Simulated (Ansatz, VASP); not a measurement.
# Ir: VASP beside Ansatz

Contents of POSCAR:

```
Ir
1.0
   -1.5441066769      1.5441066769      1.5441066769
    1.5441066769     -1.5441066769      1.5441066769
    1.5441066769      1.5441066769     -1.5441066769
Ir
1
Direct
    0.0000000000      0.0000000000      0.0000000000
```

The input INCAR.step1:

```
ALGO = Normal ; EDIFF = 1E-4
ENCUT = 520 ; GGA = PE
ISMEAR = -1 ; LASPH = T
LCHARG = F ; LREAL = F
LWAVE = T ; NBANDS = 10
NELM = 80 ; PREC = Accurate
SIGMA = 0.1
```

The input INCAR.step2:

```
ALGO = Normal ; EDIFF = 1E-6
ENCUT = 520 ; ISIF = 2
ISMEAR = -1 ; ISTART = 1
LASPH = T ; LCHARG = F
LMIXTAU = T ; LREAL = F
LWAVE = F ; METAGGA = R2SCAN
NBANDS = 10 ; NELM = 80
PREC = Accurate ; SIGMA = 0.1
```

Contents of KPOINTS:

```
k-points
0
Gamma
  16 16 16
```

Input for Ansatz:

```yaml
crystal:
  lattice:
    - [-1.5441066769, 1.5441066769, 1.5441066769]
    - [1.5441066769, -1.5441066769, 1.5441066769]
    - [1.5441066769, 1.5441066769, -1.5441066769]
  atoms:
    - { symbol: Ir, position: [0.0, 0.0, 0.0] }
hamiltonian:
  xc: r2scan
  pseudopotentials:
    kind: paw
    azcp:
      Ir: "pseudopotentials/Ir.paw.azcp"
basis:
  ecutwfc: 500
  fft_grid_basis: typed
kpoints:
  mp_grid: { grid: [16, 16, 16], shift: [0, 0, 0] }
magnetization:
  spin_polarized: false
scf:
  occupations: { method: fermi_dirac, width: 0.1 }
  lower_state_search: "off"
output:
  stress: true
```

Alike in both runs: task single point; functional r2SCAN; k mesh 16 × 16 × 16; occupations fermi-dirac, width 0.1 eV; no spin polarisation.

|  | VASP | Ansatz |
| --- | --- | --- |
| version | VASP 6.6.1 | Ansatz 0.2.0 |
| potentials or method | VASP PAW PBE potentials, release 64 (Ir), cutoff 520 eV | plane waves (500 eV) with PAW, scalar-relativistic |
| valence electrons in the cell | 9 | 17 |

|  | VASP | Ansatz | Ansatz less VASP |
| --- | --- | --- | --- |
| pressure (GPa) | 2.4 | 0.1 | -2.28 |

VASP's potentials were made for PBE, not for r2SCAN. The functional is the same, so the differences come from potentials, cutoffs and numerics. VASP's potentials hold 9 valence electrons a cell and Ansatz's 17, so a difference there can come from the potentials and not from the codes.

Spin-orbit coupling is off throughout.
